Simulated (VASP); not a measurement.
A run of VASP 6.6.1 is set up as follows.

Contents of INCAR:

```
SYSTEM = Pb
ALGO = Fast
EDIFF = 1E-6
ENCUT = 520
GGA = PS
ISIF = 2
ISMEAR = -1
IVDW = 13
LASPH = .TRUE.
LCHARG = .TRUE.
LELF = .TRUE.
LREAL = .FALSE.
LVHAR = .TRUE.
LWAVE = .FALSE.
NBANDS = 13
NELM = 100
PREC = Accurate
SIGMA = 0.05
```

KPOINTS

```
k-points
0
G
  9 9 9
  0 0 0
```

The input POSCAR:

```
Pb
1.0
    0.0000000000      2.4914113386      2.4914113386
    2.4914113386      0.0000000000      2.4914113386
    2.4914113386      2.4914113386      0.0000000000
Pb
1
Direct
    0.0000000000      0.0000000000      0.0000000000
```

Potentials or basis: VASP PAW PBE potentials, release 64 (Pb_d).

Run with:

```bash
$ cat potpaw_PBE.64/Pb_d/POTCAR > POTCAR
$ mpirun -np 1 vasp_std > vasp.out
```

Problem. What does it give for the pressure?

Solution. -2.8 GPa.

Problem. Predict the dispersion energy per atom.

Solution. -0.248 eV.

Caveat: the PAW data sets were made with another functional, which shifts forces and pressure a little; pairwise dispersion overbinds metals, which lowers pressure and volume.
